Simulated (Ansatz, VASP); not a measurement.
# Two plane-wave programs on TlBr

Contents of POSCAR:

```
TlBr
1.0
    3.9461933146      0.0000000000      0.0000000000
    0.0000000000      3.9461933146      0.0000000000
    0.0000000000      0.0000000000      3.9461933146
Tl Br
1 1
Direct
    0.0000000000      0.0000000000      0.0000000000
    0.5000000000      0.5000000000      0.5000000000
```

INCAR.step1

```
SYSTEM = TlBr
PREC = Accurate
ENCUT = 400
EDIFF = 1E-5
ISMEAR = 0
SIGMA = 0.01
LREAL = .FALSE.
LASPH = .TRUE.
NELM = 120
ALGO = Normal
ISIF = 2
LWAVE = .TRUE.
LCHARG = .FALSE.
NBANDS = 17
GGA = PE
GGA_COMPAT = .FALSE.
```

The input INCAR.step2:

```
SYSTEM = TlBr
PREC = Accurate
ENCUT = 400
EDIFF = 1E-6
ISMEAR = 0
SIGMA = 0.01
LREAL = .FALSE.
LASPH = .TRUE.
NELM = 120
ALGO = Normal
ISIF = 2
LWAVE = .FALSE.
LCHARG = .FALSE.
GGA = PE
LHFCALC = .TRUE.
AEXX = 1.0
HFSCREEN = 0.5
PRECFOCK = Normal
NBANDS = 17
ISTART = 1
ALDAC = 1.0
AGGAC = 1.0
GGA_COMPAT = .FALSE.
```

KPOINTS

```
regular mesh
0
G
  4 4 4
  0 0 0
```

Input for Ansatz:

```yaml
crystal:
  lattice:
    - [3.9461933146, 0.0, 0.0]
    - [0.0, 3.9461933146, 0.0]
    - [0.0, 0.0, 3.9461933146]
  atoms:
    - { symbol: Tl, position: [0.0, 0.0, 0.0] }
    - { symbol: Br, position: [0.5, 0.5, 0.5] }
kpoints:
  mp_grid: { grid: [4, 4, 4] }
hamiltonian:
  xc: { exchange: pbe, correlation: pbe, exx: { coeff: 1.0, omega: 0.5 } }
scf:
  occupations: { method: fixed }
  n_extra_bands: 4
output:
  forces: true
  stress: true
  eigenvalues: true
```

Alike in both runs: task single point; functional PBE-based screened hybrid with a share of 1.0 of exact exchange and HFSCREEN = 0.5; k mesh 4 × 4 × 4; no spin polarisation.

|  | VASP | Ansatz |
| --- | --- | --- |
| version | VASP 6.6.1 | Ansatz 0.2.0 |
| potentials or method | VASP PAW PBE potentials, release 64 (Tl_d, Br) | plane waves |
| plane-wave cutoff (eV) | 400 | 420 |
| occupations | gaussian, width 0.01 eV | fixed |
| valence electrons in the cell | 20 | 20 |

VASP gave:

* gap on the k mesh at the Fermi level (eV): 2.99
* pressure (GPa): 0.9

**Question.** Estimate Ansatz's values.

**Answer.** gap on the k mesh at the Fermi level (eV): 3.00; pressure (GPa): 1.0.

VASP's potentials were made for PBE, not for PBE-based screened hybrid. Ansatz's warnings: stress exchange threshold loose, stress scf threshold loose.

Spin-orbit coupling is off throughout.
